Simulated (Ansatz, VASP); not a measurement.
# LuGaP2: VASP beside Ansatz

```xyz
4
Lattice="3.7697 0.0000 0.0000 0.0000 3.7697 0.0000 0.0000 0.0000 5.5387" Properties=species:S:1:pos:R:3 pbc="T T T"
Ga    0.0000    0.0000    0.0000
P     0.0000    0.0000    2.7694
P     1.8849    1.8849    0.0000
Lu    1.8849    1.8849    2.7694
```

Alike in both runs: task single point; functional PBE; k mesh 8 × 8 × 6; occupations fermi-dirac, width 0.02 eV; no spin polarisation.

|  | VASP | Ansatz |
| --- | --- | --- |
| version | VASP 6.6.1 | Ansatz 0.2.0 |
| potentials or method | VASP PAW PBE potentials, release 64 (Ga_d, P, Lu) | plane waves, PAW |
| plane-wave cutoff (eV) | 520 | 420 |
| valence electrons in the cell | 48 | 48 |

Ansatz gave:

- pressure (GPa): 1.2

Estimate VASP's values.

pressure (GPa): 1.4.

Spin-orbit coupling is off throughout.
